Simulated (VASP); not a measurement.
Al16GeN15 (a cell with a defect) (Ge_N): single point with PBE

Al16GeN15 (a cell with a defect) (Ge_N):

```
CELL_PARAMETERS angstrom
6.25951 0.00000 0.00000
-3.12976 5.42090 0.00000
0.00000 0.00000 10.03481
ATOMIC_POSITIONS crystal
Al 0.33650 0.16064 0.24986
Al 0.15768 0.33930 0.50171
Al 0.32699 0.17168 0.75150
Al 0.16713 0.32909 0.00611
Al 0.33646 0.66122 0.25640
Al 0.18298 0.86310 0.50740
Al 0.32572 0.66124 0.75456
Al 0.18888 0.83964 0.99072
Al 0.83640 0.16130 0.25609
Al 0.63412 0.31368 0.50696
Al 0.83630 0.17141 0.75457
Al 0.65710 0.30820 0.99074
Al 0.85677 0.64056 0.17858
Al 0.63811 0.85839 0.52358
Al 0.82948 0.66921 0.75460
Al 0.66563 0.83016 0.99995
N 0.32098 0.17596 0.43828
N 0.17038 0.32743 0.19519
N 0.32932 0.16766 0.93698
N 0.16327 0.33384 0.69039
N 0.31803 0.67693 0.44621
N 0.19965 0.83610 0.17543
N 0.33564 0.65771 0.94111
N 0.16460 0.83479 0.69619
N 0.81991 0.17809 0.44585
N 0.66087 0.29773 0.17546
N 0.83756 0.16005 0.94147
N 0.66487 0.33468 0.69599
N 0.68083 0.81785 0.20160
N 0.83611 0.66062 0.95252
N 0.66112 0.83608 0.70521
Ge 0.81043 0.68675 0.40016
```

```
Program             : VASP 6.6.1
Task                : single point
Functional          : PBE
Potentials or basis : VASP PAW PBE potentials, release 64 (Al, N, Ge_d)
Cutoff              : 520 eV
k mesh              : 1 × 1 × 1, shifted
Occupations         : gaussian, width 0.01 eV
Spin                : no spin polarisation
```

| Property | Result |
| --- | --- |
| Largest force | 0.368 eV/Å |

Forces in eV/Å, atoms in the order of the input:
```
Al   0.137 -0.082 -0.101
Al  -0.324  0.173 -0.013
Al   0.122 -0.043  0.034
Al  -0.106  0.040  0.026
Al   0.156 -0.034  0.145
Al   0.013 -0.164 -0.002
Al   0.100 -0.091 -0.038
Al  -0.154  0.077 -0.039
Al   0.104 -0.104  0.157
Al   0.161  0.089  0.037
Al   0.094 -0.036  0.000
Al  -0.138  0.088 -0.025
Al   0.108 -0.063 -0.122
Al  -0.095  0.053 -0.343
Al   0.162 -0.103  0.006
Al  -0.124  0.084  0.038
N    0.237 -0.131  0.205
N   -0.197  0.106 -0.138
N    0.145 -0.097 -0.075
N   -0.147  0.114  0.018
N    0.215 -0.073 -0.109
N   -0.255  0.050  0.166
N    0.179 -0.056  0.004
N   -0.208  0.049  0.031
N    0.162 -0.113 -0.079
N   -0.155  0.209  0.163
N    0.224 -0.082 -0.057
N   -0.223  0.076  0.010
N   -0.191  0.039 -0.187
N    0.237 -0.117  0.026
N   -0.149  0.096  0.068
Ge  -0.089  0.048  0.192
```

Levels at points of the mesh, in eV from the Fermi level:
```csv
k point,band 65,band 66,band 67,band 68,band 69,band 70,band 71,band 72
"(0.25, 0.25, 0.25)",-2.48,-2.29,-0.65,-0.19,0.57,3.10,3.69,4.18
```

It took 6.5 min on 1 thread of Intel(R) Xeon(R) Platinum 8488C (Sapphire Rapids), on a shared host, peak memory 0.48 GiB.

Caveat: the k points lie up to 1.16 Å⁻¹ apart; the cell carries a net charge on a neutralising background, which shifts energy and pressure; the cell is charged against a uniform background, so pressure and absolute levels hang on convention.
